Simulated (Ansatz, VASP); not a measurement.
# Two plane-wave programs on Ir

```
Ir
1.0
    -1.55577    1.55577    1.55577
     1.55577   -1.55577    1.55577
     1.55577    1.55577   -1.55577
Ir
1
Cartesian
  0.0000 0.0000 0.0000
```

Alike in both runs: functional PBE; k mesh 14 × 14 × 14; occupations fermi-dirac, width 0.1 eV; no spin polarisation.

Ansatz relaxed the structure, and its values are those at the end. VASP's run is a single point on that final structure, the one shown.

|  | VASP | Ansatz |
| --- | --- | --- |
| version | VASP 6.6.1 | Ansatz 0.2.0 |
| potentials or method | VASP PAW PBE potentials, release 64 (Ir), cutoff 500 eV | plane waves (420 eV) with PAW, scalar-relativistic |
| valence electrons in the cell | 9 | 17 |

```tsv
	VASP	Ansatz	Ansatz less VASP
pressure (GPa)	0.4	0.0	-0.42
```

VASP's potentials hold 9 valence electrons a cell and Ansatz's 17, so a difference there can come from the potentials and not from the codes.

Spin-orbit coupling is off throughout.
